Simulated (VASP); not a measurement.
Set up this calculation in VASP 6.6.1, as the native input.

- Task: single point
- Functional: LDA
- Potentials or basis: VASP PAW LDA potentials, release 64 (Au)
- Cutoff: 520 eV
- k mesh: 13 × 13 × 1
- Occupations: fermi-dirac, width 0.05 eV
- Spin: no spin polarisation
- Dipole correction: yes
- Further INCAR settings: ALGO = Normal; EDIFF = 1e-07; NBANDS = 36

The structure of Au lies in POSCAR:

```
Au
1.0
    2.8626073071      0.0000000000      0.0000000000
   -1.4313036535      2.4790906490      0.0000000000
    0.0000000000      0.0000000000     25.3492000000
Au
5
Direct
    0.8333333333      0.1666666667      0.3153937010
    0.1666666667      0.8333333333      0.4081121168
    0.5000000000      0.5000000000      0.5000000010
    0.8333333333      0.1666666667      0.5918878817
    0.1666666667      0.8333333333      0.6846062996
```

These files were run (other wordings do the same):

INCAR

```
  ALGO = Normal
  DIPOL = 0.5 0.5 0.500
  EDIFF = 1E-7
  ENCUT = 520
  GGA = CA
  IDIPOL = 3
  ISIF = 2
  ISMEAR = -1
  LASPH = T
  LCHARG = F
  LDIPOL = T
  LREAL = F
  LWAVE = F
  NBANDS = 36
  NELM = 80
  PREC = Accurate
  SIGMA = 0.05
```

KPOINTS

```
k-points
0
Gamma
  13 13 1
```

Potentials or basis: VASP PAW LDA potentials, release 64 (Au).

The run is started by

```sh
$ cat potpaw_LDA.64/Au/POTCAR > POTCAR
$ mpirun -np 1 vasp_std > vasp.out
```

Results of the run:

* Largest force: 0.023 eV/Å
* Band gap on the k mesh: zero (an odd number of electrons rules out a gap without spin polarisation)

Caveat: spin-orbit coupling is left out, which moves the levels of the heavy elements.

Wall time 120 s on 1 thread of AMD EPYC 9R45 (Zen 5) (shared host), peak memory 0.27 GiB.
